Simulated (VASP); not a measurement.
# HPbNO4 (P1) in VASP: notebook

The runs below take HPbNO4 through single point, with PBE+D4, PBE+D3(BJ).

Program: VASP 6.6.1. These are calculated values, not measurements. Logs are shortened: lines on timing, memory, paths and dates and some standing lists are left out, and cuts for length are marked.

**1. The cell of the first run**

The typed cell holds 7 atoms: a = 3.748 Å, b = 4.222 Å, c = 5.871 Å, α = 79.71°, β = 79.76°, γ = 82.88°.

**2. Single point, PBE+D4**

Contents of INCAR:

```
SYSTEM = HPbNO4
ALGO = Normal
EDIFF = 1E-6
ENCUT = 520
GGA = PE
ISIF = 2
ISMEAR = -1
IVDW = 13
LASPH = .True.
LCHARG = .False.
LREAL = .False.
LWAVE = .False.
NBANDS = 31
NELM = 100
PREC = Accurate
SIGMA = 0.05
```

Contents of KPOINTS:

```
k-points
0
Gamma
  5 5 4
  0 0 0
```

Contents of POSCAR:

```
HPbNO4
1.0
    3.7437816252      0.1587204236      0.0596112925
    0.3450098396      4.2079063834      0.0434415806
    0.9149856618      0.9186240858      5.7261787162
H Pb N O
1 1 1 4
Direct
    0.5728308969      0.8947316839      0.2154122945
    0.6386840588      0.4509539525      0.9181185537
    0.7578351501      0.2125648528      0.4961598624
    0.1714115395      0.5203730038      0.7616847973
    0.6331956306      0.9567113333      0.4988150757
    0.5093250064      0.9339745025      0.0550146401
    0.8357677178      0.3997406711      0.3047947763
```

Potentials or basis: VASP PAW PBE potentials, release 64 (H, Pb_d, N, O).

Command:

```bash
cat potpaw_PBE.64/H/POTCAR potpaw_PBE.64/Pb_d/POTCAR potpaw_PBE.64/N/POTCAR potpaw_PBE.64/O/POTCAR > POTCAR
mpirun -np 1 vasp_std > vasp.out
```

OUTCAR:

```text
SYSTEM = HPbNO4
   EDIFF = 1E-6
   ENCUT = 520
   GGA = PE
   ISIF = 2
   ISMEAR = -1
   IVDW = 13
   LASPH = .True.
   LREAL = .False.
   NELM = 100
   PREC = Accurate

 ion  position               nearest neighbor table
   1  0.573  0.895  0.215-   6 0.99
   2  0.639  0.451  0.918-   4 2.08   4 2.08   6 2.27   6 2.29   7 2.48   3 2.78   5 2.96
   3  0.758  0.213  0.496-   5 1.23   7 1.26   2 2.78
   4  0.171  0.520  0.762-   2 2.08   2 2.08
   5  0.633  0.957  0.499-   3 1.23   2 2.96
   6  0.509  0.934  0.055-   1 0.99   2 2.27   2 2.29
   7  0.836  0.400  0.305-   3 1.26   2 2.48

  LATTYP: Found a triclinic cell.
 ALAT       =     5.2865695916
 B/A-ratio  =     0.7986748174
 C/A-ratio  =     1.6381412062
 COS(alpha) =     0.0138298818
 COS(beta)  =     0.5391218485
 COS(gamma) =     0.7107713819

  Lattice vectors:

 A1 = (   3.3987717856,  -4.0491859598,   0.0161697119)
 A2 = (  -0.3450098396,  -4.2079063834,  -0.0434415806)
 A3 = (   6.5725775886,  -0.6011832386,  -5.6069561312)

Analysis of symmetry for initial positions (statically):
=====================================================================
 Subroutine PRICEL returns:
 Original cell was already a primitive cell.

 Routine SETGRP: Setting up the symmetry group for a
 triclinic supercell.

 Subroutine GETGRP returns: Found  1 space group operations
 (whereof  1 operations were pure point group operations)
 out of a pool of  2 trial point group operations.

The static configuration has the point symmetry C_1 .

Analysis of symmetry for dynamics (positions and initial velocities):
=====================================================================
 Subroutine PRICEL returns:
 Original cell was already a primitive cell.

 Routine SETGRP: Setting up the symmetry group for a
 triclinic supercell.

 Subroutine GETGRP returns: Found  1 space group operations
 (whereof  1 operations were pure point group operations)
 out of a pool of  2 trial point group operations.

The dynamic configuration has the point symmetry C_1 .

 Subroutine INISYM returns: Found  1 space group operations
 (whereof  1 operations are pure point group operations),
 and found     1 'primitive' translations

----------------------------------------------------------------------------------------

                                     Primitive cell

  volume of cell :      89.5400

  direct lattice vectors                    reciprocal lattice vectors
     3.743781625  0.158720424  0.059611293     0.268654496 -0.021619835 -0.039459912
     0.345009840  4.207906383  0.043441581    -0.009538769  0.238809745 -0.036786932
     0.914985662  0.918624086  5.726178716    -0.002724411 -0.001586658  0.175326407

  length of vectors
     3.747618782  4.222250003  5.871132060     0.272396293  0.241814724  0.175354751

  position of ions in fractional coordinates (direct lattice)
     0.572830897  0.894731684  0.215412294
     0.638684059  0.450953953  0.918118554
     0.757835150  0.212564853  0.496159862
     0.171411539  0.520373004  0.761684797
     0.633195631  0.956711333  0.498815076
     0.509325006  0.933974502  0.055014640
     0.835767718  0.399740671  0.304794776

  ion indices of the primitive-cell ions
   primitive index   ion index
                 1           1
                 2           2
                 3           3
                 4           4
                 5           5
                 6           6
                 7           7

----------------------------------------------------------------------------------------

 KPOINTS: k-points

Automatic generation of k-mesh.
 Grid dimensions read from file:
 generate k-points for:    5    5    4

 Generating k-lattice:

  Cartesian coordinates                     Fractional coordinates (reciprocal lattice)
     0.053730899 -0.004323967 -0.007891982     0.200000000 -0.000000000 -0.000000000
    -0.001907754  0.047761949 -0.007357386     0.000000000  0.200000000  0.000000000
    -0.000681103 -0.000396664  0.043831602     0.000000000 -0.000000000  0.250000000

  Length of vectors
     0.054479259  0.048362945  0.043838688

  Shift w.r.t. Gamma in fractional coordinates (k-lattice)
     0.000000000  0.000000000  0.000000000

 Subroutine IBZKPT returns following result:
 ===========================================

 Found     51 irreducible k-points:

 Following reciprocal coordinates:
            Coordinates               Weight
  0.000000  0.000000  0.000000      1.000000
  0.200000 -0.000000 -0.000000      2.000000
  0.400000 -0.000000 -0.000000      2.000000
 -0.000000  0.200000 -0.000000      2.000000
  0.200000  0.200000 -0.000000      2.000000
  0.400000  0.200000 -0.000000      2.000000
[... 16 lines left out ...]
 -0.200000  0.200000  0.250000      2.000000
 -0.000000  0.400000  0.250000      2.000000
 [... further k-points ...]
   k-points           NKPTS =     51   k-points in BZ     NKDIM =     51   number of bands    NBANDS=     31
   number of dos      NEDOS =    301   number of ions     NIONS =      7
   total plane-waves  NPLWV =  43008
   dimension x,y,z NGX =    28 NGY =   32 NGZ =   48
   dimension x,y,z NGXF=    56 NGYF=   64 NGZF=   96
   ions per type =               1   1   1   4
   NGX,Y,Z   is equivalent  to a cutoff of  12.42, 12.60, 13.59 a.u.
   NGXF,Y,Z  is equivalent  to a cutoff of  24.84, 25.20, 27.18 a.u.
 SYSTEM =  HPbNO4
   PREC   = accura    normal or accurate (medium, high low for compatibility)
   ISTART =      0    job   : 0-new  1-cont  2-samecut
   ICHARG =      2    charge: 1-file 2-atom 10-const
   ISPIN  =      1    spin polarized calculation?
   LNONCOLLINEAR =      F non collinear calculations
   LSORBIT =      F    spin-orbit coupling
   LASPH  =      T    aspherical Exc in radial PAW
   ENCUT  =  520.0 eV  38.22 Ry    6.18 a.u.   6.97  7.85 10.92*2*pi/ulx,y,z
   NELM   =    100;   NELMIN=  2; NELMDL= -5     # of ELM steps
   EDIFF  = 0.1E-05   stopping-criterion for ELM
   LREAL  =      F    real-space projection
   EDIFFG = 0.1E-04   stopping-criterion for IOM
   NSW    =      0    number of steps for IOM
   IBRION =     -1    ionic relax: 0-MD 1-quasi-New 2-CG
   NFREE  =      0    steps in history (QN), initial steepest desc. (CG)
   ISIF   =      2    stress and relaxation
   ISYM   =      2    0-nonsym 1-usesym 2-fastsym
   POTIM  = 0.5000    time-step for ionic-motion
   TEBEG  =    0.0;   TEEND  =   0.0 temperature during run
   PSTRESS=    0.0 pullay stress
   NELECT =      44.0000    total number of electrons
   NUPDOWN=      -1.0000    fix difference up-down
   EMIN   =  10.00;   EMAX   =-10.00  energy-range for DOS
   EFERMI =   0.00;   METHOD = LEGACY
   ISMEAR =    -1;   SIGMA  =   0.05  broadening in eV -4-tet -1-fermi 0-gaus
   EFERMI_NEDOS =   21; number of points for ismear=-14 and -15
   IALGO  =     38    algorithm
   IMIX   =      4    mixing-type and parameters
     AMIX     =   0.40;   BMIX     =  1.00
     AMIX_MAG =   1.60;   BMIX_MAG =  1.00
  volume/ion in A,a.u.               =      12.79        86.32
  Fermi-wavevector in a.u.,A,eV,Ry     =   1.291874  2.441287 22.707276  1.668938
  Thomas-Fermi vector in A             =   2.423617
   LORBIT       =      0    0 simple, 1 ext, 2 COOP (PROOUT), +10 PAW based schemes
   GGA     = PE    functional components
   LHFCALC =     F    Hartree Fock is set to
   AEXX    =    0.0000 exact exchange contribution
   IVDW    =    13    specifies the selected vdW correction
   LEPSILON=     F    determine dielectric tensor
   LRPA    =     F    only Hartree local field effects (RPA)
 non-spin polarized calculation
  energy-cutoff  :      520.00
  volume of cell :       89.54
 maximum number of plane-waves:      2427
   NGX = 13   NGY = 15   NGZ = 21

 number of electron      44.0000002 magnetization

 Free energy of the ion-electron system (eV)
  ---------------------------------------------------
  ext. energy  EPLUGINS =         0.00000000
  ---------------------------------------------------
  free energy    TOTEN  =       -38.60589109 eV

  energy without entropy =      -38.60519641  energy(sigma->0) =      -38.60554375

 E-fermi :   1.7566     XC(G=0):  -9.3256

 val. band max:        1.5548555323   @ k =   0.0000   0.0000   0.5000
 cond. band min:       1.8907402152   @ k =   0.0000   0.0000   0.5000
 fundamental gap:      0.3358846829
 Fermi energy:         1.7566430186

 k-point     1 :       0.0000    0.0000    0.0000
  band No.  band energies     occupation
      1     -23.2607      2.00000
      2     -18.8554      2.00000
      3     -17.1142      2.00000
      4     -16.5759      2.00000
      5     -14.3894      2.00000
      6     -14.2714      2.00000
[... 23 lines left out ...]
     30      13.2968      0.00000
     31      13.3229      0.00000

 k-point     2 :       0.2000   -0.0000   -0.0000
  band No.  band energies     occupation
      1     -23.2497      2.00000
      2     -18.8555      2.00000
      3     -17.1033      2.00000
      4     -16.4330      2.00000
      5     -14.3723      2.00000
      6     -14.2678      2.00000
[... 23 lines left out ...]
     30      12.8590      0.00000
     31      13.6426      0.00000

 k-point     3 :       0.4000   -0.0000   -0.0000
  band No.  band energies     occupation
      1     -23.2317      2.00000
      2     -18.8555      2.00000
      3     -17.0854      2.00000
      4     -16.2213      2.00000
      5     -14.2759      2.00000
      6     -14.2344      2.00000
[... 23 lines left out ...]
     30      12.5663      0.00000
     31      13.6033      0.00000

 k-point     4 :      -0.0000    0.2000   -0.0000
  band No.  band energies     occupation
      1     -23.2428      2.00000
      2     -18.9010      2.00000
      3     -17.0561      2.00000
      4     -16.5724      2.00000
      5     -14.3891      2.00000
      6     -14.2723      2.00000
[... 23 lines left out ...]
     30      13.1062      0.00000
     31      13.5590      0.00000

 k-point     5 :       0.2000    0.2000   -0.0000
  band No.  band energies     occupation
      1     -23.2324      2.00000
      2     -18.9022      2.00000
      3     -17.0424      2.00000
      4     -16.4280      2.00000
      5     -14.3915      2.00000
      6     -14.2669      2.00000
[... 23 lines left out ...]
     30      13.0127      0.00000
     31      13.6981      0.00000
[... 542 lines left out ...]
     30      12.5439      0.00000
     31      13.3635      0.00000

 k-point    22 :      -0.4000    0.2000    0.2500
  band No.  band energies     occupation
      1     -23.2135      2.00000
      2     -18.8943      2.00000
      3     -17.0335      2.00000
      4     -16.2198      2.00000
      5     -14.2945      2.00000
      6     -14.2404      2.00000
[... 23 lines left out ...]
     30      12.7898      0.00000
     31      13.2799      0.00000

 k-point    23 :      -0.2000    0.2000    0.2500
  band No.  band energies     occupation
      1     -23.2307      2.00000
      2     -18.8944      2.00000
      3     -17.0530      2.00000
      4     -16.4350      2.00000
      5     -14.3706      2.00000
      6     -14.2791      2.00000
[... 23 lines left out ...]
     30      13.2208      0.00000
     31      13.5585      0.00000

 k-point    24 :      -0.0000    0.4000    0.2500
  band No.  band energies     occupation
      1     -23.2129      2.00000
      2     -18.9655      2.00000
      3     -16.9681      2.00000
      4     -16.5741      2.00000
      5     -14.3897      2.00000
      6     -14.2600      2.00000
[... 23 lines left out ...]
     30      12.8256      0.00000
     31      13.9020      0.00000

 [... further k-points ...]

------------------------ aborting loop because EDIFF is reached ----------------------------------------

  DFT-D4 for vdW energy calculation

  Edisp (eV):   -0.92942

  FORCE on cell =-STRESS in cart. coord.  units (eV):
  Direction    XX          YY          ZZ          XY          YZ          ZX
  --------------------------------------------------------------------------------------
  -------------------------------------------------------------------------------------
  Total       0.15839     0.63132     0.32680     0.36746    -0.26638    -0.04742
  in kB       2.83420    11.29649     5.84751     6.57507    -4.76644    -0.84857
  external pressure =        6.66 kB  Pullay stress =        0.00 kB

 VOLUME and BASIS-vectors are now :
 -----------------------------------------------------------------------------
  energy-cutoff  :      520.00
  volume of cell :       89.54
      direct lattice vectors                 reciprocal lattice vectors
     3.743781625  0.158720424  0.059611293     0.268654496 -0.021619835 -0.039459912
     0.345009840  4.207906383  0.043441581    -0.009538769  0.238809745 -0.036786932
     0.914985662  0.918624086  5.726178716    -0.002724411 -0.001586658  0.175326407

 POSITION                                       TOTAL-FORCE (eV/Angst)
 -----------------------------------------------------------------------------------
      2.65034      4.05375      1.30651         0.029281     -0.005291      0.096657
      3.38674      2.84235      5.31497        -0.001698     -0.000024     -0.003736
      3.36449      1.47052      2.89551         0.192422      0.311489      0.301170
      1.51819      2.91659      4.39437        -0.001296      0.004490     -0.028677
      3.15703      4.58448      2.93561        -0.265391     -0.538362      0.034390
      2.27937      4.06146      0.38596        -0.024937      0.000499     -0.067032
      3.54573      2.09472      1.81250         0.071619      0.227199     -0.332772
 -----------------------------------------------------------------------------------
    total drift:                               -0.000272     -0.000409     -0.000756

  FREE ENERGIE OF THE ION-ELECTRON SYSTEM (eV)
  ---------------------------------------------------
  free  energy   TOTEN  =       -39.5353145926 eV

  energy  without entropy=      -39.5346199159  energy(sigma->0) =      -39.53496725
```

Run time: 68 s. Hardware: 1 thread of Intel Xeon 6975P-C (Granite Rapids), shared host; peak memory 0.27 GiB.

What came out:

```
Free energy                : -39.5353 eV
Pressure                   : 0.7 GPa
Largest force              : 0.601 eV/Å
Band gap on the k mesh     : 0.34 eV
Dispersion energy per atom : -0.133 eV
```

Forces on the atoms (eV/Å):
```
H    0.029 -0.005  0.097
Pb  -0.002  0.000 -0.004
N    0.192  0.311  0.301
O   -0.001  0.004 -0.029
O   -0.265 -0.538  0.034
O   -0.025  0.000 -0.067
O    0.072  0.227 -0.333
```

Levels at points of the mesh, in eV from the valence-band top:
```csv
k point,band 18,band 19,band 20,band 21,band 22,band 23,band 24,band 25,band 26,band 27
"(0.00, 0.00, 0.00)",-2.33,-1.68,-1.23,-0.97,-0.43,1.13,2.78,5.47,7.69,8.46
"(0.00, 0.00, 0.50)",-2.45,-1.78,-1.26,-1.07,0.00,0.34,2.86,5.81,8.11,8.66
```

Caveat: the standard files for N, O and F lose accuracy on very short bonds; spin-orbit coupling is left out, which moves the levels of the heavy elements; an odd mesh through Γ misses points on the zone boundary, where band edges can lie.

**3. Single point, PBE+D3(BJ)**

This run uses another cell than the first one, of 12.91 Å³/atom.

Contents of INCAR:

```
SYSTEM = HPbNO4
ALGO = Normal ; EDIFF = 1E-6
ENCUT = 520 ; GGA = PE
ISIF = 2 ; ISMEAR = -1
IVDW = 12 ; LASPH = .TRUE.
LCHARG = .FALSE. ; LREAL = .FALSE.
LWAVE = .FALSE. ; NBANDS = 31
NELM = 100 ; PREC = Accurate
SIGMA = 0.05
```

Contents of KPOINTS:

```
k-points
0
G
  5 5 4
  0 0 0
```

Contents of POSCAR:

```
HPbNO4
1.0
    3.7348257194      0.1511796748      0.0577499699
    0.3361332043      4.2247046607      0.0434382840
    0.9091388300      0.9207080832      5.7672900680
H Pb N O
1 1 1 4
Direct
    0.5737630534      0.8949001109      0.2144201086
    0.6380293986      0.4508877832      0.9209932633
    0.7573138692      0.2134307567      0.4948483864
    0.1720380886      0.5164783547      0.7625864721
    0.6324884910      0.9583924587      0.4972947161
    0.5113810700      0.9336737918      0.0547337596
    0.8340360291      0.4012867441      0.3051232939
```

Potentials or basis: VASP PAW PBE potentials, release 64 (H, Pb_d, N, O).

Command:

```bash
cat potpaw_PBE.64/H/POTCAR potpaw_PBE.64/Pb_d/POTCAR potpaw_PBE.64/N/POTCAR potpaw_PBE.64/O/POTCAR > POTCAR
mpirun -np 1 vasp_std > vasp.out
```

It took 3.7 min on 1 thread of Oxide Virtual Turin-like, shared host; peak memory 0.25 GiB.

It converged, with:

- Free energy: -39.4077 eV
- Pressure: 0.7 GPa
- Largest force: 0.606 eV/Å
- Band gap on the k mesh: 0.30 eV
- Dispersion energy per atom: -0.114 eV

Forces on the atoms (eV/Å):
```
H    0.031 -0.006  0.098
Pb   0.002  0.003 -0.007
N    0.199  0.323  0.287
O   -0.004  0.003 -0.026
O   -0.267 -0.543  0.034
O   -0.025 -0.001 -0.069
O    0.065  0.221 -0.318
```

Stress tensor (GPa, compression positive):
```
 0.28  0.63 -0.08
 0.63  1.13 -0.46
-0.08 -0.46  0.55
```

Levels at points of the mesh, in eV from the valence-band top:
| k point | band 19 | band 20 | band 21 | band 22 | band 23 | band 24 | band 25 | band 26 |
| --- | --- | --- | --- | --- | --- | --- | --- | --- |
| (0.00, 0.00, 0.00) | -1.70 | -1.24 | -1.00 | -0.46 | 1.11 | 2.78 | 5.39 | 7.64 |
| (0.00, 0.00, 0.50) | -1.80 | -1.28 | -1.07 | 0.00 | 0.30 | 2.85 | 5.73 | 8.10 |

Caveat: the standard files for N, O and F lose accuracy on very short bonds; spin-orbit coupling is left out, which moves the levels of the heavy elements; an odd mesh through Γ misses points on the zone boundary, where band edges can lie.
